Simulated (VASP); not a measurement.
# SnO (P6_3/mmc) in VASP: further runs

The runs below take SnO through single point, relaxation of cell and atoms, with LDA, PBEsol, PBE, r2SCAN.

Everything below comes from runs of VASP 6.6.1. Logs are shortened: lines on timing, memory, paths and dates and some standing lists are left out, and cuts for length are marked.

## (1) The cell of the first run

The structure is hexagonal, space group P6_3/mmc (No. 194). The conventional cell has a = 4.079 Å, b = 4.079 Å, c = 5.061 Å, α = 90.00°, β = 90.00°, γ = 120.00°. Sn (site symmetry -6m2) has 5 O at 2.36 to 2.53 Å within 3.1 Å. O (site symmetry -6m2) has 5 Sn at 2.36 to 2.53 Å within 3.1 Å.

## (2) Single point, LDA

INCAR reads:

```
PREC = Accurate
ENCUT = 520
EDIFF = 1E-7
ISMEAR = -1
SIGMA = 0.02
LREAL = F
LASPH = T
NELM = 100
ALGO = Normal
ISIF = 2
LWAVE = F
LCHARG = F
NBANDS = 28
```

KPOINTS reads:

```
regular mesh
0
Gamma
  6 6 4
```

POSCAR reads:

```
SnO
1.0
    4.0791888029      0.0000000000      0.0000000000
   -2.0395944014      3.5326811301      0.0000000000
    0.0000000000      0.0000000000      5.0614333562
Sn O
2 2
Direct
    0.3333333333      0.6666666667      0.2500000000
    0.6666666667      0.3333333333      0.7500000000
    0.6666666667      0.3333333333      0.2500000000
    0.3333333333      0.6666666667      0.7500000000
```

Potentials or basis: VASP PAW LDA potentials, release 64 (Sn_d, O).

Run with:

```bash
> cat potpaw_LDA.64/Sn_d/POTCAR potpaw_LDA.64/O/POTCAR > POTCAR
> mpirun -np 1 vasp_std > vasp.out
```

OUTCAR:

```text
PREC = Accurate
   ENCUT = 520
   EDIFF = 1E-7
   ISMEAR = -1
   LREAL = F
   LASPH = T
   NELM = 100
   ISIF = 2

 ion  position               nearest neighbor table
   1  0.333  0.667  0.250-   3 2.36   3 2.36   3 2.36   4 2.53   4 2.53   2 3.46   2 3.46   2 3.46
                             2 3.46   2 3.46   2 3.46
   2  0.667  0.333  0.750-   4 2.36   4 2.36   4 2.36   3 2.53   3 2.53   1 3.46   1 3.46   1 3.46
                             1 3.46   1 3.46   1 3.46
   3  0.667  0.333  0.250-   1 2.36   1 2.36   1 2.36   2 2.53   2 2.53
   4  0.333  0.667  0.750-   2 2.36   2 2.36   2 2.36   1 2.53   1 2.53

  LATTYP: Found a hexagonal cell.
 ALAT       =     4.0791888029
 C/A-ratio  =     1.2407940894

  Lattice vectors:

 A1 = (   4.0791888029,   0.0000000000,   0.0000000000)
 A2 = (  -2.0395944014,   3.5326811301,   0.0000000000)
 A3 = (   0.0000000000,   0.0000000000,   5.0614333562)

Analysis of symmetry for initial positions (statically):
=====================================================================
 Subroutine PRICEL returns:
 Original cell was already a primitive cell.

 Routine SETGRP: Setting up the symmetry group for a
 hexagonal supercell.

 Subroutine GETGRP returns: Found 24 space group operations
 (whereof 12 operations were pure point group operations)
 out of a pool of 24 trial point group operations.

The static configuration has the point symmetry D_3d.
 The point group associated with its full space group is D_6h.

Analysis of symmetry for dynamics (positions and initial velocities):
=====================================================================
 Subroutine PRICEL returns:
 Original cell was already a primitive cell.

 Routine SETGRP: Setting up the symmetry group for a
 hexagonal supercell.

 Subroutine GETGRP returns: Found 24 space group operations
 (whereof 12 operations were pure point group operations)
 out of a pool of 24 trial point group operations.

The dynamic configuration has the point symmetry D_3d.
 The point group associated with its full space group is D_6h.

 Subroutine INISYM returns: Found 24 space group operations
 (whereof 12 operations are pure point group operations),
 and found     1 'primitive' translations

----------------------------------------------------------------------------------------

                                     Primitive cell

  volume of cell :      72.9377

  direct lattice vectors                    reciprocal lattice vectors
     4.079188803  0.000000000  0.000000000     0.245146780  0.141535559  0.000000000
    -2.039594401  3.532681130  0.000000000     0.000000000  0.283071119  0.000000000
     0.000000000  0.000000000  5.061433356     0.000000000  0.000000000  0.197572492

  length of vectors
     4.079188803  4.079188803  5.061433356     0.283071119  0.283071119  0.197572492

  position of ions in fractional coordinates (direct lattice)
     0.333333333  0.666666667  0.250000000
     0.666666667  0.333333333  0.750000000
     0.666666667  0.333333333  0.250000000
     0.333333333  0.666666667  0.750000000

  ion indices of the primitive-cell ions
   primitive index   ion index
                 1           1
                 2           2
                 3           3
                 4           4

----------------------------------------------------------------------------------------

 KPOINTS: regular mesh

Automatic generation of k-mesh.
 Grid dimensions read from file:
 generate k-points for:    6    6    4

 Generating k-lattice:

  Cartesian coordinates                     Fractional coordinates (reciprocal lattice)
     0.040857797  0.023589260  0.000000000     0.166666667  0.000000000  0.000000000
     0.000000000  0.047178520  0.000000000     0.000000000  0.166666667  0.000000000
     0.000000000  0.000000000  0.049393123     0.000000000  0.000000000  0.250000000

  Length of vectors
     0.047178520  0.047178520  0.049393123

  Shift w.r.t. Gamma in fractional coordinates (k-lattice)
     0.000000000  0.000000000  0.000000000

 Subroutine IBZKPT returns following result:
 ===========================================

 Found     21 irreducible k-points:

 Following reciprocal coordinates:
            Coordinates               Weight
  0.000000  0.000000  0.000000      1.000000
  0.166667  0.000000  0.000000      6.000000
  0.333333 -0.000000  0.000000      6.000000
  0.500000  0.000000  0.000000      3.000000
  0.166667  0.166667  0.000000      6.000000
  0.333333  0.166667  0.000000     12.000000
[... 13 lines left out ...]
  0.333333  0.166667  0.500000     12.000000
  0.333333  0.333333  0.500000      2.000000
   k-points           NKPTS =     21   k-points in BZ     NKDIM =     21   number of bands    NBANDS=     28
   number of dos      NEDOS =    301   number of ions     NIONS =      4
   total plane-waves  NPLWV =  36000
   dimension x,y,z NGX =    30 NGY =   30 NGZ =   40
   dimension x,y,z NGXF=    60 NGYF=   60 NGZF=   80
   ions per type =               2   2
   NGX,Y,Z   is equivalent  to a cutoff of  12.23, 12.23, 13.14 a.u.
   NGXF,Y,Z  is equivalent  to a cutoff of  24.45, 24.45, 26.28 a.u.
 SYSTEM =  unknown system
   PREC   = accura    normal or accurate (medium, high low for compatibility)
   ISTART =      0    job   : 0-new  1-cont  2-samecut
   ICHARG =      2    charge: 1-file 2-atom 10-const
   ISPIN  =      1    spin polarized calculation?
   LNONCOLLINEAR =      F non collinear calculations
   LSORBIT =      F    spin-orbit coupling
   LASPH  =      T    aspherical Exc in radial PAW
   ENCUT  =  520.0 eV  38.22 Ry    6.18 a.u.   7.58  7.58  9.41*2*pi/ulx,y,z
   NELM   =    100;   NELMIN=  2; NELMDL= -5     # of ELM steps
   EDIFF  = 0.1E-06   stopping-criterion for ELM
   LREAL  =      F    real-space projection
   EDIFFG = 0.1E-05   stopping-criterion for IOM
   NSW    =      0    number of steps for IOM
   IBRION =     -1    ionic relax: 0-MD 1-quasi-New 2-CG
   NFREE  =      0    steps in history (QN), initial steepest desc. (CG)
   ISIF   =      2    stress and relaxation
   ISYM   =      2    0-nonsym 1-usesym 2-fastsym
   POTIM  = 0.5000    time-step for ionic-motion
   TEBEG  =    0.0;   TEEND  =   0.0 temperature during run
   PSTRESS=    0.0 pullay stress
   NELECT =      40.0000    total number of electrons
   NUPDOWN=      -1.0000    fix difference up-down
   EMIN   =  10.00;   EMAX   =-10.00  energy-range for DOS
   EFERMI =   0.00;   METHOD = LEGACY
   ISMEAR =    -1;   SIGMA  =   0.02  broadening in eV -4-tet -1-fermi 0-gaus
   EFERMI_NEDOS =   21; number of points for ismear=-14 and -15
   IALGO  =     38    algorithm
   IMIX   =      4    mixing-type and parameters
     AMIX     =   0.40;   BMIX     =  1.00
     AMIX_MAG =   1.60;   BMIX_MAG =  1.00
  volume/ion in A,a.u.               =      18.23       123.05
  Fermi-wavevector in a.u.,A,eV,Ry     =   1.340019  2.532268 24.431308  1.795650
  Thomas-Fermi vector in A             =   2.468365
   LORBIT       =      0    0 simple, 1 ext, 2 COOP (PROOUT), +10 PAW based schemes
   GGA     = CA    functional components
   LHFCALC =     F    Hartree Fock is set to
   AEXX    =    0.0000 exact exchange contribution
   IVDW    =     0    specifies the selected vdW correction
   LEPSILON=     F    determine dielectric tensor
   LRPA    =     F    only Hartree local field effects (RPA)
 non-spin polarized calculation
  energy-cutoff  :      520.00
  volume of cell :       72.94
 maximum number of plane-waves:      2010
   NGX = 15   NGY = 15   NGZ = 19

 number of electron      40.0000025 magnetization

 Free energy of the ion-electron system (eV)
  ---------------------------------------------------
  ext. energy  EPLUGINS =         0.00000000
  ---------------------------------------------------
  free energy    TOTEN  =       -23.68274081 eV

  energy without entropy =      -23.68272885  energy(sigma->0) =      -23.68273483

 E-fermi :   7.1436     XC(G=0): -10.4831

 val. band max:        6.9967215796   @ k =   0.3333   0.3333   0.5000
 cond. band min:       7.2905373210   @ k =   0.3333   0.3333   0.5000
 fundamental gap:      0.2938157414
 Fermi energy:         7.1436294264

 k-point     1 :       0.0000    0.0000    0.0000
  band No.  band energies     occupation
      1     -15.1482      2.00000
      2     -14.9064      2.00000
      3     -14.9064      2.00000
      4     -14.8622      2.00000
      5     -14.8622      2.00000
      6     -14.8585      2.00000
[... 20 lines left out ...]
     27      14.3687      0.00000
     28      16.4023      0.00000

 k-point     2 :       0.1667    0.0000    0.0000
  band No.  band energies     occupation
      1     -15.1418      2.00000
      2     -14.9120      2.00000
      3     -14.9057      2.00000
      4     -14.8959      2.00000
      5     -14.8580      2.00000
      6     -14.8498      2.00000
[... 20 lines left out ...]
     27      15.1859      0.00000
     28      15.5455      0.00000

 k-point     3 :       0.3333   -0.0000    0.0000
  band No.  band energies     occupation
      1     -15.1263      2.00000
      2     -14.9598      2.00000
      3     -14.9220      2.00000
      4     -14.9037      2.00000
      5     -14.8451      2.00000
      6     -14.8326      2.00000
[... 20 lines left out ...]
     27      14.7791      0.00000
     28      15.0133      0.00000

 k-point     4 :       0.5000    0.0000    0.0000
  band No.  band energies     occupation
      1     -15.1146      2.00000
      2     -14.9949      2.00000
      3     -14.9266      2.00000
      4     -14.9024      2.00000
      5     -14.8381      2.00000
      6     -14.8301      2.00000
[... 20 lines left out ...]
     27      14.5183      0.00000
     28      14.7089      0.00000

 k-point     5 :       0.1667    0.1667    0.0000
  band No.  band energies     occupation
      1     -15.1288      2.00000
      2     -14.9455      2.00000
      3     -14.9227      2.00000
      4     -14.9000      2.00000
      5     -14.8477      2.00000
      6     -14.8357      2.00000
[... 20 lines left out ...]
     27      13.5953      0.00000
     28      16.6020      0.00000

 k-point     6 :       0.3333    0.1667    0.0000
  band No.  band energies     occupation
      1     -15.1043      2.00000
      2     -15.0021      2.00000
      3     -14.9335      2.00000
      4     -14.8900      2.00000
      5     -14.8462      2.00000
      6     -14.8379      2.00000
[... 370 lines left out ...]
      5     -14.8733      2.00000
      6     -14.8733      2.00000
[... 20 lines left out ...]
     27      15.9968      0.00000
     28      15.9968      0.00000

 k-point    19 :       0.1667    0.1667    0.5000
  band No.  band energies     occupation
      1     -14.9723      2.00000
      2     -14.9723      2.00000
      3     -14.8863      2.00000
      4     -14.8863      2.00000
      5     -14.8642      2.00000
      6     -14.8642      2.00000
[... 20 lines left out ...]
     27      15.8669      0.00000
     28      15.8669      0.00000

 k-point    20 :       0.3333    0.1667    0.5000
  band No.  band energies     occupation
      1     -14.9674      2.00000
      2     -14.9674      2.00000
      3     -14.8936      2.00000
      4     -14.8936      2.00000
      5     -14.8721      2.00000
      6     -14.8721      2.00000
[... 20 lines left out ...]
     27      16.3532      0.00000
     28      16.3532      0.00000

 k-point    21 :       0.3333    0.3333    0.5000
  band No.  band energies     occupation
      1     -14.9571      2.00000
      2     -14.9571      2.00000
      3     -14.9035      2.00000
      4     -14.9035      2.00000
      5     -14.8686      2.00000
      6     -14.8686      2.00000
[... 20 lines left out ...]
     27      16.7763      0.00000
     28      16.7763      0.00000

------------------------ aborting loop because EDIFF is reached ----------------------------------------

  FORCE on cell =-STRESS in cart. coord.  units (eV):
  Direction    XX          YY          ZZ          XY          YZ          ZX
  --------------------------------------------------------------------------------------
  -------------------------------------------------------------------------------------
  Total        0.0860838      0.0860838      0.0638942      0.0000000      0.0000000     -0.0000000
  in kB        1.8909512      1.8909512      1.4035259      0.0000000      0.0000000     -0.0000000
  external PRESSURE =       1.7284761 kB  Pullay stress =       0.0000000 kB

 VOLUME and BASIS-vectors are now :
 -----------------------------------------------------------------------------
  energy-cutoff  :      520.00
  volume of cell :       72.94
      direct lattice vectors                 reciprocal lattice vectors
     4.079188803  0.000000000  0.000000000     0.245146780  0.141535559  0.000000000
    -2.039594401  3.532681130  0.000000000     0.000000000  0.283071119  0.000000000
     0.000000000  0.000000000  5.061433356     0.000000000  0.000000000  0.197572492

 POSITION                                       TOTAL-FORCE (eV/Angst)
 -----------------------------------------------------------------------------------
     -0.00000      2.35512      1.26536         0.000000     -0.000000      0.000000
      2.03959      1.17756      3.79608        -0.000000      0.000000      0.000000
      2.03959      1.17756      1.26536         0.000000     -0.000000      0.000000
     -0.00000      2.35512      3.79608         0.000000     -0.000000      0.000000
 -----------------------------------------------------------------------------------
    total drift:                               -0.000000      0.000000     -0.000000

  FREE ENERGIE OF THE ION-ELECTRON SYSTEM (eV)
  ---------------------------------------------------
  free  energy   TOTEN  =       -23.6827408105 eV

  energy  without entropy=      -23.6827288457  energy(sigma->0) =      -23.68273483
```

It took 62 s on 1 thread of Intel Xeon Platinum 8259CL at 2.50GHz (Skylake/Cascade Lake), shared host; peak memory 0.17 GiB.

What came out:

| Property | Result |
| --- | --- |
| Free energy | -23.6827 eV |
| Pressure | 0.2 GPa |
| Band gap on the k mesh | 0.29 eV, direct |

Levels at points of the mesh, in eV from the valence-band top:
```tsv
k point	band 18	band 19	band 20	band 21	band 22	band 23
(0.00, 0.00, 0.00)	-4.18	-4.18	-3.99	2.98	2.98	3.08
(0.50, 0.00, 0.00)	-4.54	-2.00	-1.98	0.78	3.26	3.29
(0.00, 0.00, 0.50)	-4.61	-2.21	-2.21	2.56	2.56	3.03
(0.50, 0.00, 0.50)	-4.24	-1.17	-1.17	0.69	0.69	3.13
```

Caveat: spin-orbit coupling is left out, which moves the levels of the heavy elements. A k mesh can miss the band edges.

[end of part 1 of 2]
